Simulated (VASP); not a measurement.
## Si2W: single point with PBE

Crystal: Si2W.

```
CELL_PARAMETERS angstrom
-1.55019 1.55019 4.26752
1.55019 -1.55019 4.26752
1.55019 1.55019 -4.26752
ATOMIC_POSITIONS crystal
Si 0.36635 0.36635 0.00000
Si 0.63365 0.63365 0.00000
W 0.00000 0.00000 0.00000
```

This cell differs from its parent crystal: c/a of the conventional cell at fixed volume 2.7529.

```json
{
  "Program": "VASP 6.6.1",
  "Task": "single point",
  "Functional": "PBE",
  "Potentials or basis": "VASP PAW PBE potentials, release 64 (Si, W_sv)",
  "Cutoff": "520 eV",
  "k mesh": "18 × 18 × 18",
  "Occupations": "gaussian, width 0.15 eV",
  "Spin": "no spin polarisation"
}
```

```json
{"Pressure": "22.1 GPa", "Largest force": "5.106 eV/Å", "Band gap on the k mesh": "zero (band 11 reaches 12.03 eV, above the bottom of band 12 at 11.44 eV)"}
```

Forces in eV/Å, atoms in the order of the input:
```
Si   0.000  0.000 -5.106
Si   0.000  0.000  5.106
W    0.000  0.000  0.000
```

Stress tensor (GPa, compression positive):
```
28.40  0.00  0.00
 0.00 28.40  0.00
 0.00  0.00  9.52
```

Levels at points of the mesh, in eV from the Fermi level:
| k point | band 8 | band 9 | band 10 | band 11 | band 12 | band 13 | band 14 | band 15 |
| --- | --- | --- | --- | --- | --- | --- | --- | --- |
| (0.00, 0.00, 0.00) | -4.38 | -1.80 | -1.80 | 0.36 | 2.14 | 2.14 | 3.74 | 4.40 |
| (0.50, 0.00, 0.00) | -4.83 | -3.66 | -2.68 | -0.09 | 1.42 | 2.92 | 3.20 | 4.78 |
| (0.50, 0.50, 0.00) | -4.33 | -4.15 | -3.41 | -2.92 | 2.50 | 3.35 | 3.36 | 3.54 |
| (0.50, 0.50, 0.50) | -2.12 | -0.84 | -0.84 | 0.41 | 0.60 | 0.60 | 3.39 | 3.76 |

Wall time 7.5 min on 1 thread of AMD EPYC 7R13 Processor (Zen 3), with other jobs on the host, peak memory 0.43 GiB.

Caveat: spin-orbit coupling is left out, which moves the levels of the heavy elements; forces of over 1 eV/Å act on the atoms, so gaps and moduli don't describe the material at rest.
